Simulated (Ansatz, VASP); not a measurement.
## BAs in VASP and in Ansatz

Contents of INCAR:

```
  PREC = Accurate
  ENCUT = 600
  EDIFF = 1E-6
  ISMEAR = -1
  SIGMA = 0.05
  LREAL = False
  LASPH = True
  NELM = 100
  ALGO = Normal
  ISIF = 3
  LWAVE = False
  LCHARG = False
  GGA = CA
  IBRION = 2
  NSW = 60
  EDIFFG = -0.01
```

Contents of KPOINTS:

```
regular mesh
0
Gamma
  12 8 6
```

POSCAR

```
BAs
1.0
    2.1275493300      0.0000000000      0.0000000000
    0.0000000000      3.1740629400      0.0000000000
    0.0000000000      0.0000000000      4.9509801800
B As
1 1
Direct
    0.0000000000      0.5000000000      0.0000000000
    0.5000000000      0.5000000000      0.5000000000
```

input.yaml

```yaml
crystal:
  lattice:
    - [2.12754933, 0.0, 0.0]
    - [0.0, 3.17406294, 0.0]
    - [0.0, 0.0, 4.95098018]
  atoms:
    - { symbol: B, position: [0.0, 0.5, 0.0] }
    - { symbol: As, position: [0.5, 0.5, 0.5] }
hamiltonian:
  xc: lda
  pseudopotentials: { kind: paw }
kpoints:
  mp_grid: { grid: [12, 8, 6] }
scf:
  occupations: { method: fermi_dirac, width: 0.05 }
output:
  forces: true
  stress: true
  eigenvalues: true
relax:
  f_tol: 0.01
  max_steps: 40
  cell: { stress_tol: 0.05 }
```

Alike in both runs: task relaxation of cell and atoms; functional LDA; k mesh 12 × 8 × 6; occupations fermi-dirac, width 0.05 eV; no spin polarisation.

|  | VASP | Ansatz |
| --- | --- | --- |
| version | VASP 6.6.1 | Ansatz 0.2.0 |
| potentials or method | VASP PAW LDA potentials, release 64 (B, As) | Ansatz PAW |
| plane-wave cutoff (eV) | 600 | 420 |
| valence electrons in the cell | 8 | 18 |

|  | VASP | Ansatz | Ansatz less VASP |
| --- | --- | --- | --- |
| gap on the k mesh at the Fermi level, each at its own relaxed structure (eV) | none | none | - |
| relaxed volume (Å³/atom) | 12.37 | 12.32 | -0.057 |
| relaxed cell length with the largest relative difference (Å) | 3.121 | 3.115 | -0.0058 |

LDA's correlation is that of Perdew and Zunger in VASP and of Perdew and Wang (1992) in Ansatz. A gap of «none» marks a metal or a gap that the smearing closes. VASP's potentials hold 8 valence electrons a cell and Ansatz's 18, so a difference there can come from the potentials and not from the codes.

Noted on VASP's run: the volume moved by over 15 % at a fixed basis, so the end points are rough. Noted on Ansatz's run: the volume moved by over 15 % at a fixed basis, so the end points are rough; the plane-wave basis is chosen anew once the cell has moved, so the energies of steps on either side of that aren't comparable.
